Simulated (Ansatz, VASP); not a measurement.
## Co: VASP beside Ansatz

File INCAR:

```
PREC = Accurate ; ENCUT = 520
EDIFF = 1E-7 ; ISMEAR = -1
SIGMA = 0.1 ; LREAL = False
LASPH = True ; NELM = 80
ALGO = Normal ; ISIF = 2
LWAVE = False ; LCHARG = False
GGA = RP ; NBANDS = 16
```

Contents of KPOINTS:

```
regular mesh
0
Gamma
  24 24 13
```

The input POSCAR:

```
Co
1.0
    2.5424980374      0.0000000000      0.0000000000
   -1.2712490187      2.2018678895      0.0000000000
    0.0000000000      0.0000000000      4.0964494102
Co
2
Direct
    0.3333333333      0.6666666667      0.2500000000
    0.6666666667      0.3333333333      0.7500000000
```

Input for Ansatz:

```yaml
crystal:
  lattice:
    - [2.5424980385, 0.0, 0.0]
    - [-1.2712490192, 2.2018678904, 0.0]
    - [0.0, 0.0, 4.0964493848]
  atoms:
    - { symbol: Co, position: [0.3333333333, 0.6666666667, 0.25] }
    - { symbol: Co, position: [0.6666666667, 0.3333333333, 0.75] }
hamiltonian:
  xc: rpbe
  pseudopotentials:
    kind: paw
    azcp:
      Co: "pseudopotentials/Co.paw.azcp"
basis:
  ecutwfc: 420
  fft_grid_basis: typed
kpoints:
  mp_grid: { grid: [24, 24, 13], shift: [0, 0, 0] }
magnetization:
  spin_polarized: false
scf:
  occupations: { method: fermi_dirac, width: 0.1 }
output:
  stress: true
```

Alike in both runs: task single point; functional RPBE; k mesh 24 × 24 × 13; occupations fermi-dirac, width 0.1 eV; no spin polarisation.

|  | VASP | Ansatz |
| --- | --- | --- |
| version | VASP 6.6.1 | Ansatz 0.2.0 |
| potentials or method | VASP PAW PBE potentials, release 64 (Co), cutoff 520 eV | plane waves (420 eV) with PAW, scalar-relativistic |
| valence electrons in the cell | 18 | 34 |

|  | VASP | Ansatz | Ansatz less VASP |
| --- | --- | --- | --- |
| pressure (GPa) | -14.8 | -14.7 | +0.05 |
| traceless stress, the component that is largest in VASP (GPa) | -0.32 | -0.27 | +0.051 |

VASP's potentials were made for PBE, not for RPBE. VASP's potentials hold 18 valence electrons a cell and Ansatz's 34, so a difference there can come from the potentials and not from the codes.
